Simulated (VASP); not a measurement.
A run of VASP 6.6.1:

The input INCAR:

```
SYSTEM = Se
ALGO = Normal ; EDIFF = 1E-6
ENCUT = 520 ; GGA = RE
ISIF = 2 ; ISMEAR = -1
LASPH = .TRUE. ; LCHARG = .TRUE.
LELF = .TRUE. ; LREAL = .FALSE.
LVHAR = .TRUE. ; LWAVE = .FALSE.
NBANDS = 16 ; NELM = 60
PREC = Accurate ; SIGMA = 0.1
```

Contents of KPOINTS:

```
k-points
0
G
  9 9 10
  0 0 0
```

POSCAR

```
Se
1.0
    4.7065791397      0.0000000000      0.0000000000
   -2.3532895698      4.0760170999      0.0000000000
    0.0000000000      0.0000000000      3.4184604802
Se
3
Direct
    0.0000000000      0.0000000000      0.0000000000
    0.3333333333      0.6666666667      0.5000000000
    0.6666666667      0.3333333333      0.5000000000
```

Potentials or basis: VASP PAW PBE potentials, release 64 (Se).

Command:

```console
$ cat potpaw_PBE.64/Se/POTCAR > POTCAR
$ mpirun -np 1 vasp_std > vasp.out
```

Hardware: 1 thread of Intel(R) Xeon(R) 6975P-C (Granite Rapids), on a shared host.

Problem. How long does it take, and how much memory?

Solution. Wall time 22 s on 1 thread of Intel(R) Xeon(R) 6975P-C (Granite Rapids), with other jobs on the host, peak memory 0.21 GiB. Counts: scf iterations 12, k points 72.
